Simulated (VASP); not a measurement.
Crystal: Ru.

```
Ru
1.0
     2.70389    0.00000    0.00000
    -1.35194    2.34164    0.00000
     0.00000    0.00000    4.28168
Ru
2
Direct
  0.33333 0.66667 0.25000
  0.66667 0.33333 0.75000
```

| Quantity | Value |
| --- | --- |
| Program | VASP 6.6.1 |
| Task | relaxation of cell and atoms |
| Functional | RPBE |
| Potentials or basis | VASP PAW PBE potentials, release 64 (Ru_pv) |
| Cutoff | 600 eV |
| k mesh | 13 × 13 × 8 |
| Occupations | fermi-dirac, width 0.05 eV |
| Spin | collinear spin, ferromagnetic start |
| Starting moments | [1.0, 1.0] μB |

At the start: pressure 9.3 GPa; volume 13.55 Å³/atom.

Question: Where does the relaxation end?

Answer: Over 9 steps the energy falls by 12.0 meV/atom and the volume is 13.96 Å³/atom (+3.0 %); space group P6_3/mmc (No. 194, to 0.05 Å); moment 0.00 μB per cell.

The path:
```
step  energy change (eV)  largest force (eV/Å)  pressure (GPa)  volume (Å³)
   1              0.0000                0.0000            9.33        27.11
   2              0.1382                0.0000          -19.89        30.33
   3             -0.0236                0.0000           -0.37        27.96
   4             -0.0236                0.0000           -0.14        27.93
   5             -0.0236                0.0000            0.03        27.92
   6             -0.0238                0.0000            0.23        27.90
   7             -0.0239                0.0000            0.15        27.91
   8             -0.0239                0.0000           -0.31        27.95
   9             -0.0239                0.0000            0.01        27.92
```

Final structure:
```
Ru
1.0
     2.73662    0.00000    0.00000
    -1.36831    2.36998    0.00000
     0.00000    0.00000    4.30508
Ru
2
Direct
  0.33333 0.66667 0.25000
  0.66667 0.33333 0.75000
```

Caveat: the PAW data sets were made with another functional, which shifts forces and pressure a little.
